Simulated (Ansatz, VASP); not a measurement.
# Cs: VASP beside Ansatz

```
Cs
1.0
     5.05051    0.00000    0.00000
     0.00000    5.05051    0.00000
     0.00000    0.00000    5.05051
Cs
1
Direct
  0.00000 0.00000 0.00000
```

Alike in both runs: task single point; functional PBEsol; k mesh 7 × 7 × 7; occupations fermi-dirac, width 0.1 eV; no spin polarisation.

|  | VASP | Ansatz |
| --- | --- | --- |
| version | VASP 6.6.1 | Ansatz 0.2.0 |
| potentials or method | VASP PAW PBE potentials, release 64 (Cs_sv), cutoff 520 eV | plane waves (420 eV) with PAW, scalar-relativistic |
| valence electrons in the cell | 9 | 9 |

|  | VASP | Ansatz | Ansatz less VASP |
| --- | --- | --- | --- |
| pressure (GPa) | -0.1 | -0.1 | +0.01 |

VASP's potentials were made for PBE, not for PBEsol, and Ansatz warns of the same on its side.

Spin-orbit coupling is off throughout.
